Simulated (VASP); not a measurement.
# WSe2 (C2/m) in VASP: a series of runs

The runs below take WSe2 through single point, with PBE.

All numbers are computed with VASP 6.6.1; they aren't measurements. Logs are shortened: lines on timing, memory, paths and dates and some standing lists are left out, and cuts for length are marked.

## (1) The cell of the first run

It takes space group C2/m (No. 12, monoclinic). Conventional cell: a = 5.752 Å, b = 3.321 Å, c = 15.444 Å, α = 90.00°, β = 98.93°, γ = 90.00°. Within 3.4 Å of W (site symmetry m) lie 6 Se at 2.55 Å and 6 W at 3.32 Å. Se (site symmetry m) has 3 W at 2.55 Å and 7 Se at 3.32 to 3.36 Å within 3.4 Å. Within 3.4 Å of Se (site symmetry m) lie 3 W at 2.55 Å and 7 Se at 3.32 to 3.36 Å.

## (2) Single point, PBE

INCAR reads:

```
PREC = Accurate
ENCUT = 520
EDIFF = 1E-7
ISMEAR = 0
SIGMA = 0.05
LREAL = F
LASPH = T
NELM = 60
ALGO = Normal
ISIF = 2
LWAVE = F
LCHARG = F
GGA = PE
NBANDS = 35
```

KPOINTS reads:

```
Automatic mesh
0
Gamma
  9 9 2
```

POSCAR reads:

```
WSe2
1.0
   -3.3206937274      0.0000000000      0.0000000000
   -1.6603468637     -2.8758051261      0.0000000000
   -2.9054409768     -1.6774571301     15.2573262715
W Se
2 4
Direct
    0.1875083333      0.1875083333      0.2500000000
    0.2291916667      0.2291916667      0.7500000000
   -0.0399902880     -0.0399902880      0.6400199235
    0.5849930453      0.5849930453      0.1400199235
   -0.1682930453     -0.1682930453      0.8599800765
    0.4566902880      0.4566902880      0.3599800765
```

Potentials or basis: VASP PAW PBE potentials, release 64 (W_sv, Se).

Started as:

```sh
cat potpaw_PBE.64/W_sv/POTCAR potpaw_PBE.64/Se/POTCAR > POTCAR
mpirun -np 1 vasp_std > vasp.out
```

OUTCAR:

```text
PREC = Accurate
   ENCUT = 520
   EDIFF = 1E-7
   ISMEAR = 0
   LREAL = F
   LASPH = T
   NELM = 60
   ISIF = 2
   GGA = PE

 ion  position               nearest neighbor table
   1  0.188  0.188  0.250-   4 2.55   4 2.55   6 2.55   6 2.55   6 2.55   4 2.55
   2  0.229  0.229  0.750-   5 2.55   5 2.55   3 2.55   3 2.55   3 2.55   5 2.55
   3  0.960  0.960  0.640-   2 2.55   2 2.55   2 2.55
   4  0.585  0.585  0.140-   1 2.55   1 2.55   1 2.55
   5  0.832  0.832  0.860-   2 2.55   2 2.55   2 2.55
   6  0.457  0.457  0.360-   1 2.55   1 2.55   1 2.55

  LATTYP: Found a base centered monoclinic cell.
 ALAT       =     5.7516102522
 B/A-ratio  =     0.5773502692
 C/A-ratio  =     2.6852343710
 COS(beta)  =    -0.1551819850

  Lattice vectors:

 A1 = (  -3.3206937274,   0.0000000000,   0.0000000000)
 A2 = (  -1.6603468637,  -2.8758051261,   0.0000000000)
 A3 = (   2.0755996143,   1.1983479960,  15.2573262715)

Analysis of symmetry for initial positions (statically):
=====================================================================
 Subroutine PRICEL returns:
 Original cell was already a primitive cell.

 Routine SETGRP: Setting up the symmetry group for a
 base centered monoclinic supercell.

 Subroutine GETGRP returns: Found  4 space group operations
 (whereof  2 operations were pure point group operations)
 out of a pool of  4 trial point group operations.

The static configuration has the point symmetry C_1h.
 The point group associated with its full space group is C_2h.

Analysis of symmetry for dynamics (positions and initial velocities):
=====================================================================
 Subroutine PRICEL returns:
 Original cell was already a primitive cell.

 Routine SETGRP: Setting up the symmetry group for a
 base centered monoclinic supercell.

 Subroutine GETGRP returns: Found  4 space group operations
 (whereof  2 operations were pure point group operations)
 out of a pool of  4 trial point group operations.

The dynamic configuration has the point symmetry C_1h.
 The point group associated with its full space group is C_2h.

 Subroutine INISYM returns: Found  4 space group operations
 (whereof  2 operations are pure point group operations),
 and found     1 'primitive' translations

----------------------------------------------------------------------------------------

                                     Primitive cell

  volume of cell :     145.7024

  direct lattice vectors                    reciprocal lattice vectors
    -3.320693727  0.000000000  0.000000000    -0.301141894  0.173864354 -0.038230814
    -1.660346864 -2.875805126  0.000000000     0.000000000 -0.347728708 -0.038230814
    -2.905440977 -1.677457130 15.257326272     0.000000000  0.000000000  0.065542283

  length of vectors
     3.320693727  3.320693727 15.621826226     0.349824026  0.349824026  0.065542283

  position of ions in fractional coordinates (direct lattice)
     0.187508333  0.187508333  0.250000000
     0.229191667  0.229191667  0.750000000
     0.960009712  0.960009712  0.640019923
     0.584993045  0.584993045  0.140019923
     0.831706955  0.831706955  0.859980077
     0.456690288  0.456690288  0.359980077

  ion indices of the primitive-cell ions
   primitive index   ion index
                 1           1
                 2           2
                 3           3
                 4           4
                 5           5
                 6           6

----------------------------------------------------------------------------------------

 KPOINTS: Automatic mesh

Automatic generation of k-mesh.
 Grid dimensions read from file:
 generate k-points for:    9    9    2

 Generating k-lattice:

  Cartesian coordinates                     Fractional coordinates (reciprocal lattice)
    -0.033460210  0.019318262 -0.004247868     0.111111111  0.000000000  0.000000000
     0.000000000 -0.038636523 -0.004247868     0.000000000  0.111111111  0.000000000
     0.000000000  0.000000000  0.032771142     0.000000000  0.000000000  0.500000000

  Length of vectors
     0.038869336  0.038869336  0.032771142

  Shift w.r.t. Gamma in fractional coordinates (k-lattice)
     0.000000000  0.000000000  0.000000000

 Subroutine IBZKPT returns following result:
 ===========================================

 Found     50 irreducible k-points:

 Following reciprocal coordinates:
            Coordinates               Weight
  0.000000  0.000000  0.000000      1.000000
  0.111111  0.000000  0.000000      4.000000
  0.222222  0.000000 -0.000000      4.000000
  0.333333  0.000000  0.000000      4.000000
  0.444444  0.000000 -0.000000      4.000000
  0.111111  0.111111  0.000000      2.000000
[... 16 lines left out ...]
 -0.333333  0.333333 -0.000000      2.000000
  0.444444  0.444444 -0.000000      2.000000
 [... further k-points ...]
   k-points           NKPTS =     50   k-points in BZ     NKDIM =     50   number of bands    NBANDS=     35
   number of dos      NEDOS =    301   number of ions     NIONS =      6
   total plane-waves  NPLWV =  94080
   dimension x,y,z NGX =    28 NGY =   28 NGZ =  120
   dimension x,y,z NGXF=    56 NGYF=   56 NGZF=  240
   ions per type =               2   4
   NGX,Y,Z   is equivalent  to a cutoff of  14.02, 14.02, 12.77 a.u.
   NGXF,Y,Z  is equivalent  to a cutoff of  28.04, 28.04, 25.54 a.u.
 SYSTEM =  unknown system
   PREC   = accura    normal or accurate (medium, high low for compatibility)
   ISTART =      0    job   : 0-new  1-cont  2-samecut
   ICHARG =      2    charge: 1-file 2-atom 10-const
   ISPIN  =      1    spin polarized calculation?
   LNONCOLLINEAR =      F non collinear calculations
   LSORBIT =      F    spin-orbit coupling
   LASPH  =      T    aspherical Exc in radial PAW
   ENCUT  =  520.0 eV  38.22 Ry    6.18 a.u.   6.17  6.17 29.05*2*pi/ulx,y,z
   NELM   =     60;   NELMIN=  2; NELMDL= -5     # of ELM steps
   EDIFF  = 0.1E-06   stopping-criterion for ELM
   LREAL  =      F    real-space projection
   EDIFFG = 0.1E-05   stopping-criterion for IOM
   NSW    =      0    number of steps for IOM
   IBRION =     -1    ionic relax: 0-MD 1-quasi-New 2-CG
   NFREE  =      0    steps in history (QN), initial steepest desc. (CG)
   ISIF   =      2    stress and relaxation
   ISYM   =      2    0-nonsym 1-usesym 2-fastsym
   POTIM  = 0.5000    time-step for ionic-motion
   TEBEG  =    0.0;   TEEND  =   0.0 temperature during run
   PSTRESS=    0.0 pullay stress
   NELECT =      52.0000    total number of electrons
   NUPDOWN=      -1.0000    fix difference up-down
   EMIN   =  10.00;   EMAX   =-10.00  energy-range for DOS
   EFERMI =   0.00;   METHOD = LEGACY
   ISMEAR =     0;   SIGMA  =   0.05  broadening in eV -4-tet -1-fermi 0-gaus
   EFERMI_NEDOS =   21; number of points for ismear=-14 and -15
   IALGO  =     38    algorithm
   IMIX   =      4    mixing-type and parameters
     AMIX     =   0.40;   BMIX     =  1.00
     AMIX_MAG =   1.60;   BMIX_MAG =  1.00
  volume/ion in A,a.u.               =      24.28       163.87
  Fermi-wavevector in a.u.,A,eV,Ry     =   1.161236  2.194417 18.347025  1.348468
  Thomas-Fermi vector in A             =   2.297810
   LORBIT       =      0    0 simple, 1 ext, 2 COOP (PROOUT), +10 PAW based schemes
   GGA     = PE    functional components
   LHFCALC =     F    Hartree Fock is set to
   AEXX    =    0.0000 exact exchange contribution
   IVDW    =     0    specifies the selected vdW correction
   LEPSILON=     F    determine dielectric tensor
   LRPA    =     F    only Hartree local field effects (RPA)
 non-spin polarized calculation
 Gauss-broadening in eV      SIGMA  =   0.05
  energy-cutoff  :      520.00
  volume of cell :      145.70
 maximum number of plane-waves:      3940
 NGX is ok and might be reduce to    28

 number of electron      51.9999998 magnetization

 Free energy of the ion-electron system (eV)
  ---------------------------------------------------
  ext. energy  EPLUGINS =         0.00000000
  ---------------------------------------------------
  free energy    TOTEN  =       -43.25205414 eV

  energy without entropy =      -43.25205414  energy(sigma->0) =      -43.25205414

 E-fermi :   4.5458     XC(G=0):  -9.5103

 val. band max:        4.1501968806   @ k =  -0.3333   0.3333   0.5000
 cond. band min:       5.6831515444   @ k =  -0.3333   0.3333   0.5000
 fundamental gap:      1.5329546638
 Fermi energy:         4.5458112628

 k-point     1 :       0.0000    0.0000    0.0000
  band No.  band energies     occupation
      1     -69.9435      2.00000
      2     -69.9435      2.00000
      3     -34.1629      2.00000
      4     -34.1629      2.00000
      5     -34.0607      2.00000
      6     -34.0607      2.00000
[... 27 lines left out ...]
     34       7.2068      0.00000
     35       8.4347      0.00000

 k-point     2 :       0.1111    0.0000    0.0000
  band No.  band energies     occupation
      1     -69.9425      2.00000
      2     -69.9424      2.00000
      3     -34.1583      2.00000
      4     -34.1583      2.00000
      5     -34.0854      2.00000
      6     -34.0854      2.00000
[... 27 lines left out ...]
     34       7.3386      0.00000
     35       9.2753      0.00000

 k-point     3 :       0.2222    0.0000   -0.0000
  band No.  band energies     occupation
      1     -69.9398      2.00000
      2     -69.9398      2.00000
      3     -34.1473      2.00000
      4     -34.1473      2.00000
      5     -34.1465      2.00000
      6     -34.1465      2.00000
[... 27 lines left out ...]
     34       7.9016      0.00000
     35      10.0047      0.00000

 k-point     4 :       0.3333    0.0000    0.0000
  band No.  band energies     occupation
      1     -69.9368      2.00000
      2     -69.9368      2.00000
      3     -34.2168      2.00000
      4     -34.2168      2.00000
      5     -34.1330      2.00000
      6     -34.1330      2.00000
[... 27 lines left out ...]
     34       8.3151      0.00000
     35       9.9530      0.00000

 k-point     5 :       0.4444    0.0000   -0.0000
  band No.  band energies     occupation
      1     -69.9349      2.00000
      2     -69.9349      2.00000
      3     -34.2617      2.00000
      4     -34.2617      2.00000
      5     -34.1243      2.00000
      6     -34.1242      2.00000
[... 638 lines left out ...]
 k-point    22 :      -0.4444    0.3333    0.0000
  band No.  band energies     occupation
      1     -69.9340      2.00000
      2     -69.9340      2.00000
      3     -34.2371      2.00000
      4     -34.2371      2.00000
      5     -34.1585      2.00000
      6     -34.1585      2.00000
[... 27 lines left out ...]
     34       8.6746      0.00000
     35       9.5574      0.00000

 k-point    23 :      -0.3333    0.3333   -0.0000
  band No.  band energies     occupation
      1     -69.9335      2.00000
      2     -69.9335      2.00000
      3     -34.2161      2.00000
      4     -34.2161      2.00000
      5     -34.1947      2.00000
      6     -34.1947      2.00000
[... 27 lines left out ...]
     34       9.0356      0.00000
     35       9.7959      0.00000

 k-point    24 :       0.4444    0.4444   -0.0000
  band No.  band energies     occupation
      1     -69.9349      2.00000
      2     -69.9348      2.00000
      3     -34.2617      2.00000
      4     -34.2617      2.00000
      5     -34.1242      2.00000
      6     -34.1242      2.00000
[... 27 lines left out ...]
     34       8.4994      0.00000
     35       8.6844      0.00000

 [... further k-points ...]

------------------------ aborting loop because EDIFF is reached ----------------------------------------

  FORCE on cell =-STRESS in cart. coord.  units (eV):
  Direction    XX          YY          ZZ          XY          YZ          ZX
  --------------------------------------------------------------------------------------
  -------------------------------------------------------------------------------------
  Total        0.2133166      0.2102762      0.3885125      0.0026331      0.0067801      0.0117435
  in kB        2.3456791      2.3122453      4.2721736      0.0289546      0.0745558      0.1291338
  external PRESSURE =       2.9766993 kB  Pullay stress =       0.0000000 kB

 VOLUME and BASIS-vectors are now :
 -----------------------------------------------------------------------------
  energy-cutoff  :      520.00
  volume of cell :      145.70
      direct lattice vectors                 reciprocal lattice vectors
    -3.320693727  0.000000000  0.000000000    -0.301141894  0.173864354 -0.038230814
    -1.660346864 -2.875805126  0.000000000     0.000000000 -0.347728708 -0.038230814
    -2.905440977 -1.677457130 15.257326272     0.000000000  0.000000000  0.065542283

 POSITION                                       TOTAL-FORCE (eV/Angst)
 -----------------------------------------------------------------------------------
     -1.66035     -0.95860      3.81433         0.001128      0.000651      0.003336
     -3.32069     -1.91720     11.44299        -0.001128     -0.000651     -0.003336
     -6.64139     -3.83441      9.76499        -0.000061     -0.000035     -0.049148
     -3.32069     -1.91720      2.13633         0.000922      0.000532     -0.037193
     -6.64139     -3.83441     13.12100        -0.000922     -0.000532      0.037193
     -3.32069     -1.91720      5.49233         0.000061      0.000035      0.049148
 -----------------------------------------------------------------------------------
    total drift:                               -0.000000     -0.000000      0.000012

  FREE ENERGIE OF THE ION-ELECTRON SYSTEM (eV)
  ---------------------------------------------------
  free  energy   TOTEN  =       -43.2520541355 eV

  energy  without entropy=      -43.2520541355  energy(sigma->0) =      -43.25205414
```

Wall time 3.4 min (1 thread of Intel Xeon 6975P-C (Granite Rapids), shared host); peak memory 0.4 GiB.

Results:

```
Free energy            : -43.2521 eV
Pressure               : 0.3 GPa
Largest force          : 0.049 eV/Å
Band gap on the k mesh : 1.53 eV
```

Forces on the atoms (eV/Å):
```
W    0.001  0.001  0.003
W   -0.001 -0.001 -0.003
Se   0.000  0.000 -0.049
Se   0.001  0.001 -0.037
Se  -0.001 -0.001  0.037
Se   0.000  0.000  0.049
```

Caveat: spin-orbit coupling is left out, which moves the levels of the heavy elements; an odd mesh through Γ misses points on the zone boundary, where band edges can lie; this functional lacks dispersion, which binds the layers, so the pressure and a relaxed spacing across them are unreliable.

## (3) Single point, PBE

INCAR reads:

```
  PREC = Accurate
  ENCUT = 520
  EDIFF = 1E-6
  ISMEAR = 0
  SIGMA = 0.05
  LREAL = F
  LASPH = T
  NELM = 60
  ALGO = Normal
  ISIF = 2
  LWAVE = F
  LCHARG = F
  GGA = PE
  NBANDS = 35
```

KPOINTS reads:

```
regular mesh
0
Gamma
  9 9 2
```

POSCAR reads:

```
WSe2
1.0
   -3.3206937274      0.0000000000      0.0000000000
   -1.6603468637     -2.8758051261      0.0000000000
   -3.7357804433     -2.1568538446     15.2573262715
W Se
2 4
Direct
    0.1458333333      0.1458333333      0.2500000000
    0.1041666667      0.1041666667      0.7500000000
   -0.1466816093     -0.1466816093      0.6400199235
    0.5616517240      0.5616517240      0.1400199235
   -0.3116517240     -0.3116517240      0.8599800765
    0.3966816093      0.3966816093      0.3599800765
```

Potentials or basis: VASP PAW PBE potentials, release 64 (W_sv, Se).

Started as:

```sh
cat potpaw_PBE.64/W_sv/POTCAR potpaw_PBE.64/Se/POTCAR > POTCAR
mpirun -np 1 vasp_std > vasp.out
```

It took 2.9 min on 1 thread of Intel Xeon 6975P-C (Granite Rapids), shared host; peak memory 0.39 GiB.

Results (log left out):

```yaml
Free_energy: -43.2521 eV
Pressure: 0.3 GPa
Largest_force: 0.049 eV/Å
Band_gap_on_the_k_mesh: 1.53 eV
```

Forces in eV/Å, atoms in the order of the input:
```
W   -0.001 -0.001  0.003
W    0.001  0.001 -0.003
Se   0.000  0.000 -0.049
Se  -0.001 -0.001 -0.038
Se   0.001  0.001  0.038
Se   0.000  0.000  0.049
```

Stress tensor (GPa, compression positive):
```
 0.23  0.00 -0.02
 0.00  0.23 -0.01
-0.02 -0.01  0.43
```

Levels at points of the mesh, in eV from the valence-band top:
```
           k point  band 24  band 25  band 26  band 27  band 28  band 29
(0.00, 0.00, 0.00)    -1.25    -0.55    -0.09     2.88     2.88     2.88
(0.00, 0.00, 0.50)    -1.25    -0.27    -0.26     2.88     2.88     2.89
```

Caveat: spin-orbit coupling is left out, which moves the levels of the heavy elements; an odd mesh through Γ misses points on the zone boundary, where band edges can lie; this functional lacks dispersion, which binds the layers, so the pressure and a relaxed spacing across them are unreliable.

## (4) Single point, PBE

This run uses another cell than the first one, of the same volume but with other edges.

INCAR reads:

```
PREC = Accurate ; ENCUT = 520
EDIFF = 1E-7 ; ISMEAR = 0
SIGMA = 0.05 ; LREAL = F
LASPH = T ; NELM = 60
ALGO = Normal ; ISIF = 2
LWAVE = F ; LCHARG = F
GGA = PE ; NBANDS = 35
```

KPOINTS reads:

```
Automatic mesh
0
Gamma
  9 9 2
```

POSCAR reads:

```
WSe2
1.0
   -3.3206937274      0.0000000000      0.0000000000
   -1.6603468637     -2.8758051261      0.0000000000
   -4.5661199098     -2.6362505591     15.2573262715
W Se
2 4
Direct
    0.1041583333      0.1041583333      0.2500000000
   -0.0208583333     -0.0208583333      0.7500000000
   -0.2533729305     -0.2533729305      0.6400199235
    0.5383104028      0.5383104028      0.1400199235
   -0.4550104028     -0.4550104028      0.8599800765
    0.3366729305      0.3366729305      0.3599800765
```

Started as:

```sh
cat potpaw_PBE.64/W_sv/POTCAR potpaw_PBE.64/Se/POTCAR > POTCAR
mpirun -np 1 vasp_std > vasp.out
```

Wall time 3.1 min (1 thread of Intel Xeon 6975P-C (Granite Rapids), shared host); peak memory 0.41 GiB.

Results (log left out):

| Quantity | Value |
| --- | --- |
| Free energy | -43.2556 eV |
| Pressure | 0.3 GPa |
| Largest force | 0.049 eV/Å |
| Band gap on the k mesh | 1.53 eV |

Forces in eV/Å, atoms in the order of the input:
```
W   -0.001 -0.001  0.000
W    0.001  0.001  0.000
Se   0.000  0.000 -0.049
Se  -0.001 -0.001 -0.047
Se   0.001  0.001  0.047
Se   0.000  0.000  0.049
```

Stress tensor (GPa, compression positive):
```
 0.23  0.00 -0.01
 0.00  0.23 -0.01
-0.01 -0.01  0.35
```

Levels at points of the mesh, in eV from the valence-band top:
```csv
k point,band 24,band 25,band 26,band 27,band 28,band 29
"(0.00, 0.00, 0.00)",-1.25,-0.55,-0.10,2.87,2.88,2.88
"(0.00, 0.00, 0.50)",-1.25,-0.27,-0.27,2.87,2.88,2.88
```

Caveat: spin-orbit coupling is left out, which moves the levels of the heavy elements; an odd mesh through Γ misses points on the zone boundary, where band edges can lie; this functional lacks dispersion, which binds the layers, so the pressure and a relaxed spacing across them are unreliable.

## (5) Overview

```csv
cell,gap on the mesh (eV),pressure (GPa),largest force (eV/Å)
"a = 3.321, b = 3.321, c = 15.622 Å, angles 79.3, 79.3, 60.0°, 6 atoms",1.53,0.3,0.05
"a = 3.321, b = 3.321, c = 15.855 Å, angles 76.4, 76.4, 60.0°, 6 atoms",1.53,0.3,0.05
"a = 3.321, b = 3.321, c = 16.143 Å, angles 73.6, 73.6, 60.0°, 6 atoms",1.53,0.3,0.05
```

Alike in all rows: task single point; level PBE; potentials or basis VASP PAW PBE potentials, release 64 (W_sv, Se); no spin polarisation; k mesh 9 × 9 × 2; cutoff (eV) 520; smearing gaussian 0.05 eV.

Caveats: spin-orbit coupling is left out, which moves the levels of the heavy elements; an odd mesh through Γ misses points on the zone boundary, where band edges can lie; this functional lacks dispersion, which binds the layers, so the pressure and a relaxed spacing across them are unreliable.

Absolute energies hang on the potentials; compare differences alone.
